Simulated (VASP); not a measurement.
# Si62P (a cell with a defect) in VASP: notebook, part 2 of 2

VASP 6.6.1. Earlier steps stand in the parts before.

### Step 3. Single point, LDA, collinear spin, zero start

The input, INCAR:

```
SYSTEM = Si62P
ALGO     = Normal         ! electronic algorithm
EDIFF    = 1E-7           ! SCF threshold, eV
ENCUT    = 520            ! plane-wave cutoff, eV
ISIF     = 2              ! what is computed and relaxed
ISMEAR   = 0              ! smearing method
ISPIN    = 2              ! spin polarisation
LASPH    = .TRUE.         ! aspherical terms in the spheres
LCHARG   = .FALSE.        ! write CHGCAR
LORBIT   = 11             ! projections on sites
LREAL    = Auto         
LWAVE    = .FALSE.        ! write WAVECAR
MAGMOM   = 0 0 0 0 0 0 0 0 0 0 0 0 0 0 0 0 0 0 0 0 0 0 0 0 0 0 0 0 0 0 0 0 0 0 0 0 0 0 0 0 0 0 0 0 0 0 0 0 0 0 0 0 0 0 0 0 0 0 0 0 0 0 0 ! initial moments
NBANDS   = 168            ! bands
NELECT   = 251.0        
NELM     = 150            ! most SCF steps
PREC     = Accurate       ! precision mode
SIGMA    = 0.05           ! smearing width, eV
```

The input, KPOINTS:

```
k-points
0
G
  1 1 1
  0 0 0
```

The input, POSCAR:

```
Si62P
1.0
   10.8600000000      0.0000000000      0.0000000000
    0.0000000000     10.8600000000      0.0000000000
    0.0000000000      0.0000000000     10.8600000000
Si P
62 1
Direct
    0.4989769797      0.0008241252      0.0005043278
    0.6327454880      0.1265970534      0.1158868324
    0.8696108656      0.3677855433      0.1181988029
    0.7501385820      0.0014241252      0.2488075506
    0.8741334254      0.1248326888      0.3754895028
    0.0015217311     -0.0014949355      0.0019798343
    0.1227711786      0.1272170350      0.1243277164
    0.2499895948      0.2503841621      0.0008907919
    0.3767858195      0.3742979742      0.1245616943
    0.5045568140      0.4955759669      0.0003036832
    0.6246439227      0.6241917127      0.1253812155
    0.7485838858      0.7497916206      0.0006103131
    0.8736718232      0.8757436464      0.1236620626
    0.2483103131     -0.0008647330      0.2506484346
    0.3777814917      0.1260028545      0.3719839779
    0.5053239411      0.2497699816      0.2448645488
    0.6249565378      0.3747585635      0.3740151934
    0.7493162983      0.4982858195      0.2483926335
    0.8744939227      0.6254680479      0.3756040516
    0.4994211786     -0.0016170350      0.5000940147
    0.6243406998      0.1268250460      0.6266418969
    0.7485798343      0.2500853591      0.5001125230
    0.8736039595      0.3733007366      0.6259665746
    0.7466216390      0.0027565378      0.7533971455
   -0.0036034991      0.4986803867      0.0003211786
    0.1240583794      0.6233324125      0.1253170350
    0.2498142726      0.7489900552      0.0013740331
    0.3741699816      0.8749989871      0.1262856354
   -0.0035941989      0.2503750460      0.2493674954
    0.1241773481      0.3753845304      0.3738114180
    0.2507636280      0.4993823204      0.2496314917
    0.3742189687      0.6249537753      0.3754329650
    0.4992251381      0.7495051565      0.2506041436
    0.6248872007      0.8752969613      0.3744823204
   -0.0019312155      0.0012341621      0.5017498158
    0.1256292818      0.1245190608      0.6247830571
    0.2511610497      0.2514605893      0.4982639963
    0.3747656538      0.3760022099      0.6254329650
    0.4996490792      0.4999112339      0.4995554328
    0.6252105893      0.6234304788      0.6258069982
    0.7491199816      0.7520708103      0.5026756906
    0.8737420810      0.8800095764      0.6302110497
    0.2496066298      0.0003604052      0.7506759669
    0.3741964088      0.1247801105      0.8752453039
    0.4992570902      0.2504389503      0.7519880295
    0.6326245856      0.3656796501      0.8782748619
    0.7502905157      0.4979207182      0.7525448435
    0.8742087477      0.6252803867      0.8752470534
    0.0014822284      0.7504378453      0.2504023020
    0.1234970534      0.8758993554      0.3766133517
    0.0013532228      0.5003372007      0.5008964088
    0.1233521179      0.6265965930      0.6263874770
    0.2487139963      0.7501758748      0.5005337937
    0.3741284530      0.8748338858      0.6251632597
    0.0042823204      0.2526893186      0.7462842541
    0.1234120626      0.3740406998      0.8773000921
    0.2485186004      0.5005561694      0.7491820442
    0.3769460405      0.6226663904      0.8761585635
    0.4994065378      0.7494004604      0.7482795580
    0.6242070902      0.8756941989      0.8768668508
   -0.0020408840      0.7518436464      0.7517146409
    0.1240380295      0.8762374770      0.8750592081
    0.7651486188      0.2307824125     -0.0178670350
```

Potentials or basis: VASP PAW LDA potentials, release 64 (Si, P).

On the command line:

```bash
$ cat potpaw_LDA.64/Si/POTCAR potpaw_LDA.64/P/POTCAR > POTCAR
$ mpirun -np 1 vasp_gam > vasp.out
```

It took 7.8 min on 1 thread of Intel Xeon Platinum 8488C (Sapphire Rapids), shared host; peak memory 0.92 GiB.

Results (log left out):

| Quantity | Value |
| --- | --- |
| Free energy | -377.9652 eV |
| Largest force | 0.816 eV/Å |
| Net moment | 0.00 μB per cell |
| Valence electrons inside the program's atomic spheres | Si 1.70, 1.66, 1.65, 1.71, 1.69, 1.64, 1.68 (each value once); P 2.46 |

Forces in eV/Å, atoms in the order of the input:
```
Si   0.025  0.036 -0.003
Si  -0.079  0.072  0.100
Si  -0.087 -0.048 -0.044
Si  -0.001  0.017 -0.005
Si   0.004  0.004 -0.003
Si   0.100 -0.104 -0.005
Si   0.004 -0.004 -0.009
Si  -0.002 -0.002 -0.003
Si  -0.016  0.005  0.005
Si  -0.057  0.056  0.028
Si  -0.003 -0.001  0.008
Si   0.009 -0.008  0.000
Si  -0.001 -0.003 -0.015
Si   0.018 -0.007 -0.016
Si  -0.019 -0.015  0.023
Si  -0.073  0.031  0.074
Si  -0.002  0.008  0.004
Si  -0.021 -0.005 -0.003
Si  -0.003 -0.040 -0.041
Si   0.025  0.004 -0.001
Si   0.037  0.001  0.010
Si   0.010  0.001 -0.006
Si  -0.002 -0.009 -0.004
Si   0.048 -0.171 -0.176
Si  -0.017 -0.019  0.007
Si  -0.016 -0.010 -0.021
Si   0.019 -0.018  0.006
Si   0.018  0.011 -0.028
Si  -0.017  0.005 -0.018
Si  -0.016 -0.023 -0.012
Si  -0.006  0.008  0.006
Si  -0.003  0.003  0.002
Si   0.001  0.002  0.005
Si   0.025  0.005 -0.006
Si   0.018 -0.015 -0.033
Si   0.030 -0.043 -0.040
Si   0.004  0.004 -0.004
Si   0.014 -0.027  0.012
Si  -0.001  0.008  0.002
Si   0.022 -0.004  0.006
Si  -0.009 -0.053 -0.052
Si   0.051 -0.105 -0.104
Si   0.018 -0.014 -0.013
Si  -0.006  0.001 -0.002
Si   0.018 -0.005  0.023
Si  -0.065  0.078  0.055
Si  -0.002 -0.001  0.011
Si   0.003 -0.007  0.004
Si  -0.003 -0.012 -0.019
Si   0.010 -0.013 -0.021
Si   0.001 -0.017 -0.015
Si   0.012 -0.021 -0.014
Si   0.014 -0.008 -0.010
Si   0.019 -0.008 -0.009
Si   0.067 -0.002 -0.073
Si   0.002 -0.007 -0.003
Si   0.019 -0.015 -0.007
Si  -0.002  0.008 -0.010
Si   0.026  0.002  0.008
Si   0.040  0.012  0.001
Si   0.016 -0.037 -0.015
Si   0.049 -0.059 -0.046
P   -0.268  0.576  0.512
```

Levels at points of the mesh, in eV from the Fermi level:
Spin up:
```csv
k point,band 123,band 124,band 125,band 126,band 127,band 128,band 129,band 130
"(0.00, 0.00, 0.00)",-0.70,-0.45,-0.45,0.00,0.39,0.39,0.50,0.52
```
Spin down:
```
           k point  band 123  band 124  band 125  band 126  band 127  band 128  band 129  band 130
(0.00, 0.00, 0.00)     -0.70     -0.45     -0.45      0.00      0.39      0.39      0.50      0.52
```

Caveat: the k points lie up to 0.58 Å⁻¹ apart; the cell carries a net charge on a neutralising background, which shifts energy and pressure; the cell is charged against a uniform background, so pressure and absolute levels hang on convention.
